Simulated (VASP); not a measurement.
Here is a VASP 6.6.1 calculation.

The input INCAR:

```
ALGO = Normal
EDIFF = 1E-7
EDIFFG = -0.01
ENCUT = 600
GGA = RE
IBRION = 2
ISIF = 3
ISMEAR = -1
LASPH = True
LCHARG = False
LREAL = False
LWAVE = False
NELM = 100
NSW = 80
PREC = Accurate
SIGMA = 0.05
```

The input KPOINTS:

```
k-points
0
Gamma
  8 8 8
```

The input POSCAR:

```
PbS
1.0
    0.0000000000      2.9657500000      2.9657500000
    2.9657500000      0.0000000000      2.9657500000
    2.9657500000      2.9657500000      0.0000000000
Pb S
1 1
Direct
    0.0000000000      0.0000000000      0.0000000000
    0.5000000000      0.5000000000      0.5000000000
```

Potentials or basis: VASP PAW PBE potentials, release 64 (Pb_d, S).

Launch:

```sh
$ cat potpaw_PBE.64/Pb_d/POTCAR potpaw_PBE.64/S/POTCAR > POTCAR
$ mpirun -np 1 vasp_std > vasp.out
```

(1) Estimate the space group after relaxing (to 0.05 Å).

(2) Predict the relaxed cell.

## Answers

(1) Fm-3m (No. 225).

(2) a = 4.285 Å, b = 4.285 Å, c = 4.285 Å, α = 60.00°, β = 60.00°, γ = 60.00°.
